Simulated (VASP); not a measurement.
# Cu (Fm-3m) in VASP: density of states with PBEsol

Aim: the density of states of Cu with PBEsol.

All numbers are computed with VASP 6.6.1; they aren't measurements. Logs are shortened: lines on timing, memory, paths and dates and some standing lists are left out, and cuts for length are marked.

## Step 1: The cell of the first run

It takes space group Fm-3m (No. 225, cubic). The conventional cell has a = 3.564 Å, b = 3.564 Å, c = 3.564 Å, α = 90.00°, β = 90.00°, γ = 90.00°. Within 3.3 Å of Cu (site symmetry m-3m) lie 12 Cu at 2.52 Å.

## Step 2: Density of states, PBEsol

Contents of POSCAR:

```
Cu
1.0
    0.0000000000      1.7819054832      1.7819054832
    1.7819054832      0.0000000000      1.7819054832
    1.7819054832      1.7819054832      0.0000000000
Cu
1
Direct
    0.0000000000      0.0000000000      0.0000000000
```

Contents of INCAR.step1:

```
SYSTEM = Cu
ALGO = Normal
EDIFF = 1E-6
ENCUT = 520
GGA = PS
ISIF = 2
ISMEAR = -1
LASPH = .True.
LCHARG = .True.
LMAXMIX = 4
LREAL = .False.
LWAVE = .False.
NBANDS = 12
NELM = 60
PREC = Accurate
SIGMA = 0.1
```

Contents of KPOINTS.step1:

```
k-points
0
Gamma
  18 18 18
  0 0 0
```

Contents of INCAR.step2:

```
SYSTEM = Cu
ALGO = Normal
EDIFF = 1E-6
ENCUT = 520
GGA = PS
ICHARG = 11
ISIF = 2
ISMEAR = -5
LASPH = .True.
LCHARG = .False.
LMAXMIX = 4
LORBIT = 11
LREAL = .False.
LWAVE = .False.
NEDOS = 1001
NELM = 60
PREC = Accurate
SIGMA = 0.1
```

Contents of KPOINTS.step2:

```
k-points
0
Gamma
  27 27 27
  0 0 0
```

Potentials or basis: VASP PAW PBE potentials, release 64 (Cu).

Run with:

```console
> cat potpaw_PBE.64/Cu/POTCAR > POTCAR
> cp INCAR.step1 INCAR
> cp KPOINTS.step1 KPOINTS
> mpirun -np 1 vasp_std > vasp.out
> cp INCAR.step2 INCAR
> cp KPOINTS.step2 KPOINTS
> mpirun -np 1 vasp_std > vasp.out
```

OUTCAR:

```text
SYSTEM = Cu
   EDIFF = 1E-6
   ENCUT = 520
   GGA = PS
   ICHARG = 11
   ISIF = 2
   ISMEAR = -5
   LASPH = .True.
   LORBIT = 11
   LREAL = .False.
   NELM = 60
   PREC = Accurate

 ion  position               nearest neighbor table
   1  0.000  0.000  0.000-

  LATTYP: Found a face centered cubic cell.
 ALAT       =     3.5638109664

  Lattice vectors:

 A1 = (   0.0000000000,   1.7819054832,   1.7819054832)
 A2 = (   1.7819054832,   0.0000000000,   1.7819054832)
 A3 = (   1.7819054832,   1.7819054832,   0.0000000000)

Analysis of symmetry for initial positions (statically):
[... 5 lines left out ...]
 face centered cubic supercell.

 Subroutine GETGRP returns: Found 48 space group operations
 (whereof 48 operations were pure point group operations)
 out of a pool of 48 trial point group operations.

The static configuration has the point symmetry O_h .

Analysis of symmetry for dynamics (positions and initial velocities):
[... 5 lines left out ...]
 face centered cubic supercell.

 Subroutine GETGRP returns: Found 48 space group operations
 (whereof 48 operations were pure point group operations)
 out of a pool of 48 trial point group operations.

The dynamic configuration has the point symmetry O_h .

 Subroutine INISYM returns: Found 48 space group operations
 (whereof 48 operations are pure point group operations),
 and found     1 'primitive' translations

----------------------------------------------------------------------------------------

                                     Primitive cell

  volume of cell :      11.3158

  direct lattice vectors                    reciprocal lattice vectors
     0.000000000  1.781905483  1.781905483    -0.280598497  0.280598497  0.280598497
     1.781905483  0.000000000  1.781905483     0.280598497 -0.280598497  0.280598497
     1.781905483  1.781905483  0.000000000     0.280598497  0.280598497 -0.280598497

  length of vectors
     2.519994901  2.519994901  2.519994901     0.486010853  0.486010853  0.486010853

  position of ions in fractional coordinates (direct lattice)
     0.000000000  0.000000000  0.000000000

  ion indices of the primitive-cell ions
   primitive index   ion index
                 1           1

----------------------------------------------------------------------------------------

 KPOINTS: k-points

[... 65 lines left out ...]
   LSORBIT =      F    spin-orbit coupling
   LASPH  =      T    aspherical Exc in radial PAW
   ENCUT  =  520.0 eV  38.22 Ry    6.18 a.u.   4.69  4.69  4.69*2*pi/ulx,y,z
   NELM   =     60;   NELMIN=  2; NELMDL=  0     # of ELM steps
   EDIFF  = 0.1E-05   stopping-criterion for ELM
   LREAL  =      F    real-space projection
   EDIFFG = 0.1E-04   stopping-criterion for IOM
   NSW    =      0    number of steps for IOM
   IBRION =     -1    ionic relax: 0-MD 1-quasi-New 2-CG
   NFREE  =      0    steps in history (QN), initial steepest desc. (CG)
   ISIF   =      2    stress and relaxation
   ISYM   =      2    0-nonsym 1-usesym 2-fastsym
   POTIM  = 0.5000    time-step for ionic-motion
   TEBEG  =    0.0;   TEEND  =   0.0 temperature during run
   PSTRESS=    0.0 pullay stress
   NELECT =      11.0000    total number of electrons
   NUPDOWN=      -1.0000    fix difference up-down
   EMIN   =  10.00;   EMAX   =-10.00  energy-range for DOS
   EFERMI =   0.00;   METHOD = LEGACY
   ISMEAR =    -5;   SIGMA  =   0.10  broadening in eV -4-tet -1-fermi 0-gaus
   EFERMI_NEDOS =   21; number of points for ismear=-14 and -15
   IALGO  =     38    algorithm
   IMIX   =      4    mixing-type and parameters
     AMIX     =   0.40;   BMIX     =  1.00
     AMIX_MAG =   1.60;   BMIX_MAG =  1.00
  volume/ion in A,a.u.               =      11.32        76.36
  Fermi-wavevector in a.u.,A,eV,Ry     =   1.621727  3.064620 35.783299  2.629998
  Thomas-Fermi vector in A             =   2.715456
   LORBIT       =     11    0 simple, 1 ext, 2 COOP (PROOUT), +10 PAW based schemes
   GGA     = PS    functional components
   LHFCALC =     F    Hartree Fock is set to
   AEXX    =    0.0000 exact exchange contribution
   IVDW    =     0    specifies the selected vdW correction
   LEPSILON=     F    determine dielectric tensor
   LRPA    =     F    only Hartree local field effects (RPA)
 non-spin polarized calculation
 Fermi weights with tetrahedron method with Bloechl corrections
  energy-cutoff  :      520.00
  volume of cell :       11.32
 maximum number of plane-waves:       319

 number of electron      11.0000013 magnetization

 Free energy of the ion-electron system (eV)
  ---------------------------------------------------
  ext. energy  EPLUGINS =         0.00000000
  ---------------------------------------------------
  free energy    TOTEN  =        -4.30834067 eV

  energy without entropy =       -4.30834067  energy(sigma->0) =       -4.30834067

 E-fermi :   7.9640     XC(G=0): -13.1595

 val. band max:        7.9582113822   @ k =  -0.3333   0.1852   0.0741
 cond. band min:       7.9791255418   @ k =  -0.2963   0.2222   0.0741
 fundamental gap:      0.0209141596
 Fermi energy:         7.9639923236

 k-point     1 :       0.0000    0.0000    0.0000
  band No.  band energies     occupation
      1      -1.7799      2.00000
      2       4.7794      2.00000
      3       4.7794      2.00000
      4       4.7794      2.00000
      5       5.6685      2.00000
      6       5.6685      2.00000
      7      30.8655      0.00000
      8      33.8143      0.00000
      9      33.8145      0.00000
[... 265 lines left out ...]
 k-point    24 :       0.3704    0.0370    0.0000
  band No.  band energies     occupation
      1       2.0118      2.00000
      2       4.8197      2.00000
      3       4.8592      2.00000
      4       4.9104      2.00000
      5       6.0816      2.00000
      6       6.1080      2.00000
      7      15.7808      0.00000
      8      29.5260      0.00000
      9      29.7359      0.00000

 [... further k-points ...]
[... 5 lines left out ...]
  --------------------------------------------------------------------------------------
  -------------------------------------------------------------------------------------
  Total       -0.0024726     -0.0024726     -0.0024726      0.0000000     -0.0000000      0.0000000
  in kB       -0.3500941     -0.3500941     -0.3500941      0.0000000     -0.0000000      0.0000000
  external PRESSURE =      -0.3500941 kB  Pullay stress =       0.0000000 kB

 VOLUME and BASIS-vectors are now :
 -----------------------------------------------------------------------------
  energy-cutoff  :      520.00
  volume of cell :       11.32
      direct lattice vectors                 reciprocal lattice vectors
     0.000000000  1.781905483  1.781905483    -0.280598497  0.280598497  0.280598497
     1.781905483  0.000000000  1.781905483     0.280598497 -0.280598497  0.280598497
     1.781905483  1.781905483  0.000000000     0.280598497  0.280598497 -0.280598497

 POSITION                                       TOTAL-FORCE (eV/Angst)
 -----------------------------------------------------------------------------------
      0.00000      0.00000      0.00000        -0.000000     -0.000000     -0.000000
 -----------------------------------------------------------------------------------
    total drift:                                0.000000      0.000000      0.000000

  FREE ENERGIE OF THE ION-ELECTRON SYSTEM (eV)
  ---------------------------------------------------
  free  energy   TOTEN  =        -4.3083406738 eV

  energy  without entropy=       -4.3083406738  energy(sigma->0) =       -4.30834067

 total charge

# of ion       s       p       d       tot
------------------------------------------
    1        0.465   0.418   9.171  10.054
```

OUTCAR.step1:

```text
SYSTEM = Cu
   EDIFF = 1E-6
   ENCUT = 520
   GGA = PS
   ISIF = 2
   ISMEAR = -1
   LASPH = .True.
[... 576 lines left out ...]
 -----------------------------------------------------------------------------------
      0.00000      0.00000      0.00000        -0.000000     -0.000000     -0.000000
 -----------------------------------------------------------------------------------
    total drift:                                0.000000      0.000000      0.000000

  FREE ENERGIE OF THE ION-ELECTRON SYSTEM (eV)
  ---------------------------------------------------
  free  energy   TOTEN  =        -4.3135232091 eV

  energy  without entropy=       -4.3034597114  energy(sigma->0) =       -4.30849146
```

OSZICAR.step1:

```text
N       E                     dE             d eps       ncg     rms          rms(c)
DAV:   1     0.431668623425E+02    0.43167E+02   -0.53891E+03  5208   0.157E+03
DAV:   2    -0.404653231328E+01   -0.47213E+02   -0.43281E+02  4812   0.208E+02
DAV:   3    -0.540679933570E+01   -0.13603E+01   -0.13497E+01  5484   0.406E+01
DAV:   4    -0.541542356372E+01   -0.86242E-02   -0.86231E-02  5276   0.284E+00
DAV:   5    -0.541549987836E+01   -0.76315E-04   -0.76314E-04  5556   0.272E-01    0.844E+00
DAV:   6    -0.474546403187E+01    0.67004E+00   -0.16972E+01  5560   0.789E+01    0.415E+00
DAV:   7    -0.432848270474E+01    0.41698E+00   -0.25640E+00  5604   0.305E+01    0.597E-01
DAV:   8    -0.431526373744E+01    0.13219E-01   -0.51906E-03  5420   0.109E+00    0.311E-01
DAV:   9    -0.431351467942E+01    0.17491E-02   -0.93905E-03  5816   0.166E+00    0.228E-02
DAV:  10    -0.431352209601E+01   -0.74166E-05   -0.34318E-05  6692   0.972E-02    0.528E-03
DAV:  11    -0.431352323096E+01   -0.11350E-05   -0.38421E-07  3900   0.923E-03    0.480E-04
DAV:  12    -0.431352320912E+01    0.21843E-07   -0.53412E-08  2844   0.298E-03
   1 F= -.43135232E+01 E0= -.43084915E+01  d E =-.100635E-01
```

It took 36 s on 1 thread of Intel Xeon 6975P-C, shared host; peak memory 0.17 GiB.

Results:

| Item | Value |
| --- | --- |
| Valence electrons inside the program's atomic spheres | Cu 10.05 |

Levels at points of the mesh, in eV from the Fermi level:
```
           k point  band 3  band 4  band 5  band 6  band 7  band 8  band 9
(0.00, 0.00, 0.00)   -3.18   -3.18   -2.30   -2.30   22.90   25.85   25.85
```

Caveat: the PAW data sets were made with another functional, which shifts forces and pressure a little; tetrahedron occupations give inexact forces and stress in metals.
